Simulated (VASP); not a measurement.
# Y (Fm-3m) in VASP: a series of runs, part 2 of 3

VASP 6.6.1. The steps go on from the part before.

### 4 Electric field gradients, LDA (volume scaled by 1.01)

INCAR

```
  ALGO = Normal
  EDIFF = 1E-8
  ENCUT = 520
  GGA = CA
  ISIF = 2
  ISMEAR = -1
  LASPH = T
  LCHARG = F
  LEFG = T
  LREAL = F
  LWAVE = F
  NBANDS = 12
  NELM = 80
  PREC = Accurate
  SIGMA = 0.05
```

KPOINTS

```
k-points
0
Gamma
  13 13 13
```

POSCAR

```
Y
1.0
    0.0000000000      2.4932558746      2.4932558746
    2.4932558746      0.0000000000      2.4932558746
    2.4932558746      2.4932558746      0.0000000000
Y
1
Direct
    0.0000000000      0.0000000000      0.0000000000
```

Potentials or basis: VASP PAW LDA potentials, release 64 (Y_sv).

Run with:

```
> cat potpaw_LDA.64/Y_sv/POTCAR > POTCAR
> mpirun -np 1 vasp_std > vasp.out
```

OUTCAR:

```text
EDIFF = 1E-8
   ENCUT = 520
   GGA = CA
   ISIF = 2
   ISMEAR = -1
   LASPH = T
   LREAL = F
   NELM = 80
   PREC = Accurate

 ion  position               nearest neighbor table
   1  0.000  0.000  0.000-

  LATTYP: Found a face centered cubic cell.
 ALAT       =     4.9865117492

  Lattice vectors:

 A1 = (   0.0000000000,   2.4932558746,   2.4932558746)
 A2 = (   2.4932558746,   0.0000000000,   2.4932558746)
 A3 = (   2.4932558746,   2.4932558746,   0.0000000000)

Analysis of symmetry for initial positions (statically):
=====================================================================
 Subroutine PRICEL returns:
 Original cell was already a primitive cell.

 Routine SETGRP: Setting up the symmetry group for a
 face centered cubic supercell.

 Subroutine GETGRP returns: Found 48 space group operations
[... 539 lines left out ...]
  external PRESSURE =     -22.4720454 kB  Pullay stress =       0.0000000 kB

 VOLUME and BASIS-vectors are now :
 -----------------------------------------------------------------------------
  energy-cutoff  :      520.00
  volume of cell :       31.00
      direct lattice vectors                 reciprocal lattice vectors
     0.000000000  2.493255875  2.493255875    -0.200540989  0.200540989  0.200540989
     2.493255875  0.000000000  2.493255875     0.200540989 -0.200540989  0.200540989
     2.493255875  2.493255875  0.000000000     0.200540989  0.200540989 -0.200540989

 POSITION                                       TOTAL-FORCE (eV/Angst)
 -----------------------------------------------------------------------------------
      0.00000      0.00000      0.00000         0.000000      0.000000     -0.000000
 -----------------------------------------------------------------------------------
    total drift:                               -0.000000     -0.000000     -0.000000

  FREE ENERGIE OF THE ION-ELECTRON SYSTEM (eV)
  ---------------------------------------------------
  free  energy   TOTEN  =        -6.9336494326 eV

  energy  without entropy=       -6.9216762359  energy(sigma->0) =       -6.92766283

 Electric field gradients (V/A^2)
---------------------------------------------------------------------
 ion       V_xx      V_yy      V_zz      V_xy      V_xz      V_yz
---------------------------------------------------------------------
   1      -0.000    -0.000    -0.000     0.000     0.000     0.000
---------------------------------------------------------------------

 Electric field gradients after diagonalization (V/A^2)
 (convention: |V_zz| > |V_xx| > |V_yy|)
----------------------------------------------------------------------
 ion       V_xx      V_yy      V_zz     asymmetry (V_yy - V_xx)/ V_zz
----------------------------------------------------------------------
   1      -0.000    -0.000     0.000       0.000
----------------------------------------------------------------------

           NMR quadrupolar parameters

 Cq : quadrupolar parameter    Cq=e*Q*V_zz/h
 eta: asymmetry parameters     (V_yy - V_xx)/ V_zz
 Q  : nuclear electric quadrupole moment in mb (millibarn)
----------------------------------------------------------------------
 ion       Cq(MHz)       eta       Q (mb)
----------------------------------------------------------------------
   1       0.000       0.000       1.000
----------------------------------------------------------------------
```

Wall time 15 s (1 thread of Intel Xeon Platinum 8559C (Emerald Rapids), shared host); peak memory 0.18 GiB.

What came out:

```
Free energy : -6.9336 eV
Pressure    : -2.2 GPa
```

Levels at points of the mesh, in eV from the Fermi level:
```
           k point  band 2  band 3  band 4  band 5  band 6  band 7  band 8  band 9
(0.00, 0.00, 0.00)  -22.11  -22.11  -22.11   -4.81    1.78    1.78    1.78    3.90
```

Caveat: without QUAD_EFG the Cq values of the log hold for a quadrupole moment of 1 mb, not for the nuclei.

### 5 Electric field gradients, LDA (volume scaled by 1.04)

INCAR

```
PREC = Accurate
ENCUT = 520
EDIFF = 1E-8
ISMEAR = -1
SIGMA = 0.05
LREAL = F
LASPH = T
NELM = 100
ALGO = Normal
ISIF = 2
LWAVE = F
LCHARG = F
LEFG = T
NBANDS = 12
```

KPOINTS

```
regular mesh
0
Gamma
  13 13 13
```

POSCAR

```
Y
1.0
    0.0000000000      2.5177011185      2.5177011185
    2.5177011185      0.0000000000      2.5177011185
    2.5177011185      2.5177011185      0.0000000000
Y
1
Direct
    0.0000000000      0.0000000000      0.0000000000
```

Potentials or basis: VASP PAW LDA potentials, release 64 (Y_sv).

Run with:

```
> cat potpaw_LDA.64/Y_sv/POTCAR > POTCAR
> mpirun -np 1 vasp_std > vasp.out
```

OUTCAR:

```text
PREC = Accurate
   ENCUT = 520
   EDIFF = 1E-8
   ISMEAR = -1
   LREAL = F
   LASPH = T
   NELM = 100
   ISIF = 2

 ion  position               nearest neighbor table
   1  0.000  0.000  0.000-

  LATTYP: Found a face centered cubic cell.
 ALAT       =     5.0354022370

  Lattice vectors:

 A1 = (   0.0000000000,   2.5177011185,   2.5177011185)
 A2 = (   2.5177011185,   0.0000000000,   2.5177011185)
 A3 = (   2.5177011185,   2.5177011185,   0.0000000000)

Analysis of symmetry for initial positions (statically):
=====================================================================
 Subroutine PRICEL returns:
 Original cell was already a primitive cell.

 Routine SETGRP: Setting up the symmetry group for a
 face centered cubic supercell.

 Subroutine GETGRP returns: Found 48 space group operations
 (whereof 48 operations were pure point group operations)
 out of a pool of 48 trial point group operations.

[... 538 lines left out ...]
 VOLUME and BASIS-vectors are now :
 -----------------------------------------------------------------------------
  energy-cutoff  :      520.00
  volume of cell :       31.92
      direct lattice vectors                 reciprocal lattice vectors
     0.000000000  2.517701118  2.517701118    -0.198593867  0.198593867  0.198593867
     2.517701118  0.000000000  2.517701118     0.198593867 -0.198593867  0.198593867
     2.517701118  2.517701118  0.000000000     0.198593867  0.198593867 -0.198593867

 POSITION                                       TOTAL-FORCE (eV/Angst)
 -----------------------------------------------------------------------------------
      0.00000      0.00000      0.00000         0.000000      0.000000      0.000000
 -----------------------------------------------------------------------------------
    total drift:                               -0.000000     -0.000000     -0.000000

  FREE ENERGIE OF THE ION-ELECTRON SYSTEM (eV)
  ---------------------------------------------------
  free  energy   TOTEN  =        -6.9176959248 eV

  energy  without entropy=       -6.9054245256  energy(sigma->0) =       -6.91156023

 Electric field gradients (V/A^2)
---------------------------------------------------------------------
 ion       V_xx      V_yy      V_zz      V_xy      V_xz      V_yz
---------------------------------------------------------------------
   1       0.000     0.000    -0.000     0.000     0.000     0.000
---------------------------------------------------------------------

 Electric field gradients after diagonalization (V/A^2)
 (convention: |V_zz| > |V_xx| > |V_yy|)
----------------------------------------------------------------------
 ion       V_xx      V_yy      V_zz     asymmetry (V_yy - V_xx)/ V_zz
----------------------------------------------------------------------
   1      -0.000    -0.000     0.000       0.000
----------------------------------------------------------------------

           NMR quadrupolar parameters

 Cq : quadrupolar parameter    Cq=e*Q*V_zz/h
 eta: asymmetry parameters     (V_yy - V_xx)/ V_zz
 Q  : nuclear electric quadrupole moment in mb (millibarn)
----------------------------------------------------------------------
 ion       Cq(MHz)       eta       Q (mb)
----------------------------------------------------------------------
   1       0.000       0.000       1.000
----------------------------------------------------------------------
```

OSZICAR:

```text
N       E                     dE             d eps       ncg     rms          rms(c)
DAV:   1     0.237506135089E+02    0.23751E+02   -0.54941E+03  2016   0.829E+02
DAV:   2    -0.579303591872E+01   -0.29544E+02   -0.28685E+02  2380   0.162E+02
DAV:   3    -0.708382022882E+01   -0.12908E+01   -0.12694E+01  2812   0.218E+01
DAV:   4    -0.712035058995E+01   -0.36530E-01   -0.36510E-01  2268   0.364E+00
DAV:   5    -0.712111662155E+01   -0.76603E-03   -0.76597E-03  2652   0.425E-01    0.224E+01
DAV:   6    -0.695453195819E+01    0.16658E+00   -0.19193E-01  2156   0.281E+00    0.137E+01
DAV:   7    -0.692183470058E+01    0.32697E-01   -0.26023E-01  2412   0.322E+00    0.109E+00
DAV:   8    -0.691775677444E+01    0.40779E-02   -0.30155E-02  2340   0.135E+00    0.157E-01
DAV:   9    -0.691770058594E+01    0.56189E-04   -0.87106E-04  2432   0.239E-01    0.605E-02
DAV:  10    -0.691769586662E+01    0.47193E-05   -0.53697E-05  2344   0.626E-02    0.190E-02
DAV:  11    -0.691769590108E+01   -0.34467E-07   -0.78568E-06  2344   0.249E-02    0.127E-02
DAV:  12    -0.691769592516E+01   -0.24078E-07   -0.79735E-07  2256   0.812E-03    0.336E-03
DAV:  13    -0.691769592479E+01    0.36857E-09   -0.51058E-08  2584   0.184E-03
   1 F= -.69176959E+01 E0= -.69115602E+01  d E =-.122714E-01
```

It took 15 s on 1 thread of Intel Xeon Platinum 8559C (Emerald Rapids), shared host; peak memory 0.18 GiB.

Results:

- Free energy: -6.9177 eV
- Pressure: -3.3 GPa

Caveat: without QUAD_EFG the Cq values of the log hold for a quadrupole moment of 1 mb, not for the nuclei.

(Part 2 of 3 ends here.)
